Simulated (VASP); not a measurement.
# Sn (Fd-3m) in VASP: single point with PBE

Aim: the single point of Sn with PBE.

Program: VASP 6.6.1. These are calculated values, not measurements. Logs are shortened: lines on timing, memory, paths and dates and some standing lists are left out, and cuts for length are marked.

## (1) The cell of the first run

It takes space group Fd-3m (No. 227, cubic). Conventional cell: a = 6.467 Å, b = 6.467 Å, c = 6.467 Å, α = 90.00°, β = 90.00°, γ = 90.00°. Sn (site symmetry -43m) has 4 Sn at 2.80 Å within 3.7 Å.

This isn't the form of Sn at room conditions, which is tetragonal (white tin).

## (2) Single point, PBE

File INCAR:

```
SYSTEM = Sn
PREC = Accurate ; ENCUT = 500
EDIFF = 1E-6 ; ISMEAR = 0
SIGMA = 0.1 ; LREAL = .FALSE.
LASPH = .TRUE. ; NELM = 120
ALGO = Normal ; ISIF = 2
LWAVE = .FALSE. ; LCHARG = .FALSE.
GGA = PE ; NBANDS = 126
ISYM = 0 ; GGA_COMPAT = .FALSE.
```

File KPOINTS:

```
Automatic mesh
0
Gamma
  2 2 2
  0.5 0.5 0.5
```

File POSCAR:

```
Sn
1.0
    0.0000000000      6.4666856000      6.4666856000
    6.4666856000      0.0000000000      6.4666856000
    6.4666856000      6.4666856000      0.0000000000
Sn
16
Direct
    0.0000000000      0.0000000000      0.0000000000
    0.1250000000      0.1250000000      0.1250000000
    0.0000000000      0.0000000000      0.5000000000
    0.1250000000      0.1250000000      0.6250000000
    0.0000000000      0.5000000000      0.0000000000
    0.1250000000      0.6250000000      0.1250000000
    0.0000000000      0.5000000000      0.5000000000
    0.1250000000      0.6250000000      0.6250000000
    0.5000000000      0.0000000000      0.0000000000
    0.6250000000      0.1250000000      0.1250000000
    0.5000000000      0.0000000000      0.5000000000
    0.6250000000      0.1250000000      0.6250000000
    0.5000000000      0.5000000000      0.0000000000
    0.6250000000      0.6250000000      0.1250000000
    0.5000000000      0.5000000000      0.5000000000
    0.6250000000      0.6250000000      0.6250000000
```

Potentials or basis: VASP PAW PBE potentials, release 64 (Sn_d).

Launch:

```sh
$ cat potpaw_PBE.64/Sn_d/POTCAR > POTCAR
$ mpirun -np 1 vasp_std > vasp.out
```

OUTCAR:

```text
SYSTEM = Sn
   PREC = Accurate
   ENCUT = 500
   EDIFF = 1E-6
   ISMEAR = 0
   LREAL = .FALSE.
   LASPH = .TRUE.
   NELM = 120
   ISIF = 2
   GGA = PE
   ISYM = 0

 ion  position               nearest neighbor table
   1  0.000  0.000  0.000-   2 2.80   4 2.80   6 2.80  10 2.80
   2  0.125  0.125  0.125-   1 2.80   3 2.80   5 2.80   9 2.80
   3  0.000  0.000  0.500-   2 2.80   4 2.80   8 2.80  12 2.80
   4  0.125  0.125  0.625-   1 2.80   3 2.80   7 2.80  11 2.80
   5  0.000  0.500  0.000-   2 2.80   6 2.80   8 2.80  14 2.80
   6  0.125  0.625  0.125-   1 2.80   5 2.80   7 2.80  13 2.80
[... 8 lines left out ...]
  15  0.500  0.500  0.500-   8 2.80  12 2.80  14 2.80  16 2.80
  16  0.625  0.625  0.625-   7 2.80  11 2.80  13 2.80  15 2.80

IMPORTANT INFORMATION: All symmetrisations will be switched off!
NOSYMM: (Re-)initialisation of all symmetry stuff for point group C_1.

----------------------------------------------------------------------------------------

                                     Primitive cell

  volume of cell :     540.8480

  direct lattice vectors                    reciprocal lattice vectors
     0.000000000  6.466685600  6.466685600    -0.077319361  0.077319361  0.077319361
     6.466685600  0.000000000  6.466685600     0.077319361 -0.077319361  0.077319361
     6.466685600  6.466685600  0.000000000     0.077319361  0.077319361 -0.077319361

  length of vectors
     9.145274479  9.145274479  9.145274479     0.133921062  0.133921062  0.133921062

  position of ions in fractional coordinates (direct lattice)
     0.000000000  0.000000000  0.000000000
     0.125000000  0.125000000  0.125000000
     0.000000000  0.000000000  0.500000000
     0.125000000  0.125000000  0.625000000
     0.000000000  0.500000000  0.000000000
     0.125000000  0.625000000  0.125000000
[... 8 lines left out ...]
     0.500000000  0.500000000  0.500000000
     0.625000000  0.625000000  0.625000000

  ion indices of the primitive-cell ions
   primitive index   ion index
                 1           1
                 2           2
                 3           3
                 4           4
                 5           5
                 6           6
[... 8 lines left out ...]
                15          15
                16          16

----------------------------------------------------------------------------------------

 KPOINTS: Automatic mesh

Automatic generation of k-mesh.
 Grid dimensions read from file:
 generate k-points for:    2    2    2

 Generating k-lattice:

  Cartesian coordinates                     Fractional coordinates (reciprocal lattice)
    -0.038659681  0.038659681  0.038659681     0.500000000  0.000000000  0.000000000
     0.038659681 -0.038659681  0.038659681     0.000000000  0.500000000  0.000000000
     0.038659681  0.038659681 -0.038659681     0.000000000  0.000000000  0.500000000

  Length of vectors
     0.066960531  0.066960531  0.066960531

  Shift w.r.t. Gamma in fractional coordinates (k-lattice)
     0.500000000  0.500000000  0.500000000

 Subroutine IBZKPT returns following result:
 ===========================================

 Found     16 irreducible k-points:

 Following reciprocal coordinates:
            Coordinates               Weight
  0.250000  0.250000  0.250000      2.000000
  0.250000  0.000000  0.000000      2.000000
  0.000000  0.000000 -0.250000      2.000000
  0.000000  0.250000  0.000000      2.000000
 -0.250000  0.250000  0.250000      2.000000
  0.250000 -0.250000  0.250000      2.000000
[... 8 lines left out ...]
  0.000000  0.250000  0.500000      2.000000
  0.500000  0.250000  0.000000      2.000000
   k-points           NKPTS =     16   k-points in BZ     NKDIM =     16   number of bands    NBANDS=    126
   number of dos      NEDOS =    301   number of ions     NIONS =     16
   total plane-waves  NPLWV = 343000
   dimension x,y,z NGX =    70 NGY =   70 NGZ =   70
   dimension x,y,z NGXF=   140 NGYF=  140 NGZF=  140
   ions per type =              16
   NGX,Y,Z   is equivalent  to a cutoff of  12.72, 12.72, 12.72 a.u.
   NGXF,Y,Z  is equivalent  to a cutoff of  25.45, 25.45, 25.45 a.u.
 SYSTEM =  Sn
   PREC   = accura    normal or accurate (medium, high low for compatibility)
   ISTART =      0    job   : 0-new  1-cont  2-samecut
   ICHARG =      2    charge: 1-file 2-atom 10-const
   ISPIN  =      1    spin polarized calculation?
   LNONCOLLINEAR =      F non collinear calculations
   LSORBIT =      F    spin-orbit coupling
   LASPH  =      T    aspherical Exc in radial PAW
   ENCUT  =  500.0 eV  36.75 Ry    6.06 a.u.  16.67 16.67 16.67*2*pi/ulx,y,z
   NELM   =    120;   NELMIN=  2; NELMDL= -5     # of ELM steps
   EDIFF  = 0.1E-05   stopping-criterion for ELM
   LREAL  =      F    real-space projection
   EDIFFG = 0.1E-04   stopping-criterion for IOM
   NSW    =      0    number of steps for IOM
   IBRION =     -1    ionic relax: 0-MD 1-quasi-New 2-CG
   NFREE  =      0    steps in history (QN), initial steepest desc. (CG)
   ISIF   =      2    stress and relaxation
   ISYM   =      0    0-nonsym 1-usesym 2-fastsym
   POTIM  = 0.5000    time-step for ionic-motion
   TEBEG  =    0.0;   TEEND  =   0.0 temperature during run
   PSTRESS=    0.0 pullay stress
   NELECT =     224.0000    total number of electrons
   NUPDOWN=      -1.0000    fix difference up-down
   EMIN   =  10.00;   EMAX   =-10.00  energy-range for DOS
   EFERMI =   0.00;   METHOD = LEGACY
   ISMEAR =     0;   SIGMA  =   0.10  broadening in eV -4-tet -1-fermi 0-gaus
   EFERMI_NEDOS =   21; number of points for ismear=-14 and -15
   IALGO  =     38    algorithm
   IMIX   =      4    mixing-type and parameters
     AMIX     =   0.40;   BMIX     =  1.00
     AMIX_MAG =   1.60;   BMIX_MAG =  1.00
  volume/ion in A,a.u.               =      33.80       228.11
  Fermi-wavevector in a.u.,A,eV,Ry     =   1.220298  2.306028 20.260793  1.489126
  Thomas-Fermi vector in A             =   2.355520
   LORBIT       =      0    0 simple, 1 ext, 2 COOP (PROOUT), +10 PAW based schemes
   GGA     = PE    functional components
   LHFCALC =     F    Hartree Fock is set to
   AEXX    =    0.0000 exact exchange contribution
   IVDW    =     0    specifies the selected vdW correction
   LEPSILON=     F    determine dielectric tensor
   LRPA    =     F    only Hartree local field effects (RPA)
 non-spin polarized calculation
 Gauss-broadening in eV      SIGMA  =   0.10
  energy-cutoff  :      500.00
  volume of cell :      540.85
 maximum number of plane-waves:     13749
 NGX is ok and might be reduce to    70
   NGX = 33   NGY = 33   NGZ = 33

 number of electron     223.9999991 magnetization

 Free energy of the ion-electron system (eV)
  ---------------------------------------------------
  ext. energy  EPLUGINS =         0.00000000
  ---------------------------------------------------
  free energy    TOTEN  =       -60.95014640 eV

  energy without entropy =      -60.94684202  energy(sigma->0) =      -60.94849421

 E-fermi :   5.7215     XC(G=0):  -8.9198

 val. band max:        5.5544524039   @ k =   0.2500   0.0000   0.0000
 cond. band min:       5.8696054943   @ k =   0.0000   0.2500   0.0000
 fundamental gap:      0.3151530905
 Fermi energy:         5.7215378710

 k-point     1 :       0.2500    0.2500    0.2500
  band No.  band energies     occupation
      1     -16.0101      2.00000
      2     -16.0100      2.00000
      3     -16.0100      2.00000
      4     -16.0030      2.00000
      5     -16.0030      2.00000
      6     -16.0030      2.00000
[... 116 lines left out ...]
    123       7.4776      0.00000
    124       8.2884      0.00000

 k-point     2 :       0.2500    0.0000    0.0000
  band No.  band energies     occupation
      1     -16.0101      2.00000
      2     -16.0100      2.00000
      3     -16.0100      2.00000
      4     -16.0030      2.00000
      5     -16.0030      2.00000
      6     -16.0030      2.00000
[... 1894 lines left out ...]
    123       8.6360      0.00000
    124       8.6360      0.00000
 [bands above 124 left out]

------------------------ aborting loop because EDIFF is reached ----------------------------------------

  FORCE on cell =-STRESS in cart. coord.  units (eV):
  Direction    XX          YY          ZZ          XY          YZ          ZX
  --------------------------------------------------------------------------------------
  -------------------------------------------------------------------------------------
  Total       12.4158717     12.4158703     12.4158641      0.0000342     -0.0000347      0.0000510
  in kB       36.7800710     36.7800669     36.7800483      0.0001014     -0.0001028      0.0001512
  external PRESSURE =      36.7800621 kB  Pullay stress =       0.0000000 kB

 VOLUME and BASIS-vectors are now :
 -----------------------------------------------------------------------------
  energy-cutoff  :      500.00
  volume of cell :      540.85
      direct lattice vectors                 reciprocal lattice vectors
     0.000000000  6.466685600  6.466685600    -0.077319361  0.077319361  0.077319361
     6.466685600  0.000000000  6.466685600     0.077319361 -0.077319361  0.077319361
     6.466685600  6.466685600  0.000000000     0.077319361  0.077319361 -0.077319361

 POSITION                                       TOTAL-FORCE (eV/Angst)
 -----------------------------------------------------------------------------------
      0.00000      0.00000      0.00000         0.000002     -0.000013     -0.000005
      1.61667      1.61667      1.61667        -0.000008     -0.000014     -0.000005
      3.23334      3.23334      0.00000        -0.000001      0.000013     -0.000007
      4.85001      4.85001      1.61667         0.000004      0.000013     -0.000005
      3.23334      0.00000      3.23334        -0.000006     -0.000013      0.000007
      4.85001      1.61667      4.85001         0.000009     -0.000019      0.000004
[... 8 lines left out ...]
      6.46669      6.46669      6.46669         0.000009     -0.000001      0.000004
      8.08336      8.08336      8.08336         0.000005     -0.000001      0.000015
 -----------------------------------------------------------------------------------
    total drift:                               -0.000009     -0.000012     -0.000007

  FREE ENERGIE OF THE ION-ELECTRON SYSTEM (eV)
  ---------------------------------------------------
  free  energy   TOTEN  =       -60.9501464003 eV

  energy  without entropy=      -60.9468420194  energy(sigma->0) =      -60.94849421
```

Run time: 36 min. Hardware: 1 thread of Intel Xeon Platinum 8259CL at 2.50GHz (Skylake/Cascade Lake), shared host; peak memory 1.1 GiB.

Results:

* Free energy: -60.9501 eV
* Pressure: 3.7 GPa
* Band gap on the k mesh: 0.32 eV

Levels at points of the mesh, in eV from the valence-band top:
```csv
k point,band 108,band 109,band 110,band 111,band 112,band 113,band 114,band 115,band 116,band 117
"(0.25, 0.25, 0.25)",-1.21,-0.81,-0.81,0.00,0.00,0.32,0.83,1.12,1.12,1.12
```

Caveat: the cell stands under pressure; semilocal functionals underestimate gaps, and a narrow one can read as zero; spin-orbit coupling is left out, which moves the levels of the heavy elements; a shifted mesh leaves out Γ, where band edges can lie.
